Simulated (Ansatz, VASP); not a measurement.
Ga: VASP beside Ansatz

File INCAR:

```
SYSTEM = Ga
PREC = Accurate
ENCUT = 500
EDIFF = 1E-6
ISMEAR = 0
SIGMA = 0.1
LREAL = .False.
LASPH = .True.
NELM = 120
ALGO = Normal
ISIF = 2
LWAVE = .False.
LCHARG = .False.
GGA = PS
NBANDS = 12
GGA_COMPAT = .False.
```

KPOINTS

```
Automatic mesh
0
Gamma
  8 8 8
  0 0 0
```

Contents of POSCAR:

```
Ga
1.0
   -1.4040000000      1.4040000000      2.2290000000
    1.4040000000     -1.4040000000      2.2290000000
    1.4040000000      1.4040000000     -2.2290000000
Ga
1
Direct
    0.0000000000      0.0000000000      0.0000000000
```

Input for Ansatz:

```yaml
crystal:
  lattice:
    - [-1.404, 1.404, 2.229]
    - [1.404, -1.404, 2.229]
    - [1.404, 1.404, -2.229]
  atoms:
    - { symbol: Ga, position: [0.0, 0.0, 0.0] }
basis:
  ecutwfc: 420
kpoints:
  mp_grid: { grid: [8, 8, 8] }
hamiltonian:
  xc: pbesol
scf:
  occupations: { method: gaussian, width: 0.1 }
output:
  forces: true
  stress: true
  eigenvalues: true
```

Alike in both runs: task single point; functional PBEsol; k mesh 8 × 8 × 8; occupations gaussian, width 0.1 eV; no spin polarisation.

|  | VASP | Ansatz |
| --- | --- | --- |
| version | VASP 6.6.1 | Ansatz 0.2.0 |
| potentials or method | VASP PAW PBE potentials, release 64 (Ga_d), cutoff 500 eV | scalar-relativistic, plane waves, PAW |
| valence electrons in the cell | 13 | 13 |

|  | VASP | Ansatz | Ansatz less VASP |
| --- | --- | --- | --- |
| gap on the k mesh at the Fermi level (eV) | none | none | - |
| pressure (GPa) | 0.4 | 0.4 | -0.03 |
| traceless stress, the component that is largest in VASP (GPa) | 3.53 | 3.53 | +0.005 |

VASP's potentials were made for PBE, not for PBEsol. A gap of «none» marks a metal or a gap that the smearing closes.

The k mesh is coarse, so the values compare programs but aren't converged.
